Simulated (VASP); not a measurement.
Wanted: the native input for a VASP 6.6.1 run.

| Property | Result |
| --- | --- |
| Task | single point |
| Functional | PBEsol |
| Dispersion | D3(BJ) |
| Potentials or basis | VASP PAW PBE potentials, release 64 (Pb_d) |
| Cutoff | 500 eV |
| k mesh | 15 × 15 × 15 |
| Occupations | fermi-dirac, width 0.1 eV |
| Spin | no spin polarisation |
| Dipole correction | no |
| Further INCAR settings | ALGO = Normal; EDIFF = 1e-06; NBANDS = 13 |

The structure of Pb lies in POSCAR:

```
Pb
1.0
    0.0000000000      1.8179545557      1.8179545557
    1.8179545557      0.0000000000      1.8179545557
    1.8179545557      1.8179545557      0.0000000000
Pb
1
Direct
    0.0000000000      0.0000000000      0.0000000000
```

The input as run:

INCAR

```
ALGO     = Normal         # electronic algorithm
EDIFF    = 1E-6           # SCF threshold, eV
ENCUT    = 500            # plane-wave cutoff, eV
GGA      = PS             # functional
GGA_COMPAT= F            
ISIF     = 2              # what is computed and relaxed
ISMEAR   = -1             # smearing method
IVDW     = 12             # dispersion correction
LASPH    = T              # aspherical terms in the spheres
LCHARG   = T              # write CHGCAR
LELF     = T              # ELF
LREAL    = F              # projectors in reciprocal space
LVHAR    = T            
LWAVE    = F              # write WAVECAR
NBANDS   = 13             # bands
NELM     = 120            # most SCF steps
PREC     = Accurate       # precision mode
SIGMA    = 0.1            # smearing width, eV
```

KPOINTS

```
k-points
0
Gamma
  15 15 15
```

Potentials or basis: VASP PAW PBE potentials, release 64 (Pb_d).

Command:

```console
$ cat potpaw_PBE.64/Pb_d/POTCAR > POTCAR
$ mpirun -np 1 vasp_std > vasp.out
```

Results of the run:

```yaml
Pressure: 401.9 GPa
Band_gap_on_the_k_mesh: zero (band 7 reaches 33.29 eV, above the bottom of band 8 at 21.65 eV)
Dispersion_energy_per_atom: -1.131 eV
```

Caveat: the PAW data sets were made with another functional, which shifts forces and pressure a little; spin-orbit coupling is left out, which moves the levels of the heavy elements; pairwise dispersion overbinds metals, which lowers pressure and volume.

Run time: 7.3 s on 1 thread of Intel(R) Xeon(R) 6975P-C (Granite Rapids), on a shared host, peak memory 0.15 GiB.
